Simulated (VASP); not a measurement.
In3Cu:

```
In Cu
1.0
     4.08701    0.00000    0.00000
     0.00000    4.08701    0.00000
     0.00000    0.00000    5.41853
In Cu
3 1
Cartesian
  2.0435 0.0000 2.9105
  0.0000 2.0435 2.9105
  0.0000 0.0000 1.1403
  0.0000 0.0000 3.7488
```

```yaml
Program: VASP 6.6.1
Task: relaxation of cell and atoms
Functional: PBE
Potentials_or_basis: VASP PAW PBE potentials, release 64 (In_d, Cu)
Cutoff: 600 eV
k_mesh: 4 × 4 × 4
Occupations: gaussian, width 0.1 eV
Spin: no spin polarisation
```

At the start: pressure 35.7 GPa; volume 22.63 Å³/atom.

Question: Where does the relaxation end?

Answer: Over 49 steps the energy falls by 1040.3 meV/atom and the volume is 33.22 Å³/atom (+46.8 %); space group P4mm (No. 99, to 0.05 Å).

Step by step:
```tsv
step	energy change (eV)	largest force (eV/Å)	pressure (GPa)	volume (Å³)
1	0.0000	6.7154	35.68	90.51
3	-3.9256	0.6708	-0.29	130.15
5	-3.9278	0.6227	-0.52	131.48
7	-3.9685	0.2354	0.17	127.49
9	-3.9723	0.1588	0.04	128.14
11	-3.9858	0.1582	-0.24	130.71
13	-3.9997	0.2159	-0.12	130.33
15	-4.0616	0.4438	0.68	128.34
17	-4.0853	0.4681	1.43	126.40
19	-4.0863	0.4206	1.58	125.90
21	-4.0924	0.2903	1.49	126.20
23	-4.0944	0.1290	1.40	126.51
25	-4.1091	0.1185	1.09	127.78
27	-4.1367	0.1206	-0.25	133.59
29	-4.1370	0.1198	-0.12	133.00
31	-4.1401	0.0881	-0.07	132.53
33	-4.1429	0.1772	0.67	130.42
35	-4.1455	0.1397	0.34	131.34
37	-4.1534	0.0471	0.28	132.74
39	-4.1546	0.0590	0.12	133.46
41	-4.1571	0.0672	-0.15	134.50
43	-4.1583	0.0515	-0.09	134.19
45	-4.1587	0.1024	0.13	132.41
47	-4.1596	0.0420	0.07	132.90
49	-4.1614	0.0348	0.05	132.86
```

Final structure:
```yaml
crystal:
  lattice:
    - [5.07907, 0.00000, 0.00000]
    - [0.00000, 5.07907, 0.00000]
    - [0.00000, 0.00000, 5.15033]
  atoms:
    - { symbol: In, position: [0.50000, 0.00000, 0.61611] }
    - { symbol: In, position: [0.00000, 0.50000, 0.61611] }
    - { symbol: In, position: [0.00000, 0.00000, 0.12144] }
    - { symbol: Cu, position: [0.00000, 0.00000, 0.62292] }
```

Caveat: the k points lie up to 0.31 Å⁻¹ apart in the final cell; the volume moved by over 15 % at a fixed basis, so the end points are rough.
